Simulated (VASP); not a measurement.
A run of VASP 6.6.1 is set up as follows.

File INCAR:

```
SYSTEM = Sn
PREC = Accurate ; ENCUT = 520
EDIFF = 1E-6 ; ISMEAR = -1
SIGMA = 0.1 ; LREAL = .False.
LASPH = .True. ; NELM = 60
ALGO = Normal ; ISIF = 2
LWAVE = .False. ; LCHARG = .True.
LELF = .True. ; LVHAR = .True.
NBANDS = 28
```

File KPOINTS:

```
regular mesh
0
Gamma
  8 8 11
  0 0 0
```

POSCAR

```
Sn
1.0
    5.1944741750      0.0000000000      0.0000000000
   -2.5972370875      4.4985465949      0.0000000000
    0.0000000000      0.0000000000      3.1630274580
Sn
3
Direct
    1.0000000000      0.0000000000      0.0000000000
    0.3333333333      0.6666666667      0.5000000000
    0.6666666667      0.3333333333      0.5000000000
```

Potentials or basis: VASP PAW LDA potentials, release 64 (Sn_d).

Launch:

```sh
$ cat potpaw_LDA.64/Sn_d/POTCAR > POTCAR
$ mpirun -np 1 vasp_std > vasp.out
```

**Question.** What does it give for the band gap on the k mesh?

**Answer.** Zero (bands 21 and 22 overlap by 4.51 eV).

**Question.** Estimate the pressure.

**Answer.** 3.2 GPa.

Stress tensor (GPa, compression positive):
```
4.46 0.00 0.00
0.00 4.46 0.00
0.00 0.00 0.70
```

Caveat: the cell stands under pressure; spin-orbit coupling is left out, which moves the levels of the heavy elements.
